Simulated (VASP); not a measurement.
# Pt: single point with PBEsol

The system is Pt.

```
Pt
1.0
     0.00210    1.94123    1.95306
     1.99096   -0.01460    1.96975
     1.96536    1.93232    0.01100
Pt
1
Direct
  0.00000 0.00000 0.00000
```

- Program: VASP 6.6.1
- Task: single point
- Functional: PBEsol
- Potentials or basis: VASP PAW PBE potentials, release 64 (Pt)
- Cutoff: 520 eV
- k mesh: 14 × 14 × 14
- Occupations: gaussian, width 0.15 eV
- Spin: no spin polarisation
- Dipole correction: no
- Further INCAR settings: ALGO = Fast; EDIFF = 1e-07; NBANDS = 11

| Quantity | Value |
| --- | --- |
| Pressure | -0.2 GPa |
| Band gap on the k mesh | zero (bands 5 and 6 overlap by 2.27 eV) |

Stress tensor (GPa, compression positive):
```
-1.24  1.00 -1.02
 1.00  0.53  0.31
-1.02  0.31 -0.04
```

Levels at points of the mesh, in eV from the Fermi level:
```tsv
k point	band 3	band 4	band 5	band 6	band 7	band 8
(0.00, 0.00, 0.00)	-3.76	-3.70	-1.72	-1.51	14.62	19.18
(0.50, 0.00, 0.00)	-3.70	-0.53	-0.01	0.13	5.88	14.15
(0.00, 0.50, 0.00)	-3.83	-0.67	-0.04	0.09	5.64	14.29
(0.50, 0.50, 0.00)	0.02	0.43	0.59	1.74	8.92	11.10
(0.00, 0.00, 0.50)	-3.71	-0.45	0.07	0.10	6.00	14.08
(0.50, 0.00, 0.50)	0.02	0.46	0.57	1.86	9.08	10.96
(0.00, 0.50, 0.50)	0.03	0.47	0.53	1.54	8.64	11.47
(0.50, 0.50, 0.50)	-3.76	-0.55	-0.05	0.15	5.85	14.18
```

It took 5.3 min on 1 thread of Intel Xeon 8259CL, with other jobs on the host, peak memory 0.33 GiB.

Caveat: the PAW data sets were made with another functional, which shifts forces and pressure a little; spin-orbit coupling is left out, which moves the levels of the heavy elements.
